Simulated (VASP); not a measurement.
Input of a VASP 6.6.1 run:

INCAR

```
SYSTEM = Ga
PREC = Accurate
ENCUT = 520
EDIFF = 1E-6
ISMEAR = -1
SIGMA = 0.05
LREAL = .FALSE.
LASPH = .TRUE.
NELM = 100
ALGO = Normal
ISIF = 2
LWAVE = .FALSE.
LCHARG = .FALSE.
GGA = PE
NBANDS = 12
```

The input KPOINTS:

```
Automatic mesh
0
G
  17 17 15
  0 0 0
```

File POSCAR:

```
Ga
1.0
    2.0997137436      0.0000000000      0.0000000000
   -1.0498568718      1.8184054427      0.0000000000
    0.0000000000      0.0000000000      2.0301126829
Ga
1
Direct
    0.0000000000      0.0000000000      0.0000000000
```

Potentials or basis: VASP PAW PBE potentials, release 64 (Ga_d).

The run is started by

```bash
$ cat potpaw_PBE.64/Ga_d/POTCAR > POTCAR
$ mpirun -np 1 vasp_std > vasp.out
```

Question: Estimate the pressure.

Answer: 418.5 GPa.

Stress tensor (GPa, compression positive):
```
417.56   0.00   0.00
  0.00 417.56   0.00
  0.00   0.00 420.52
```
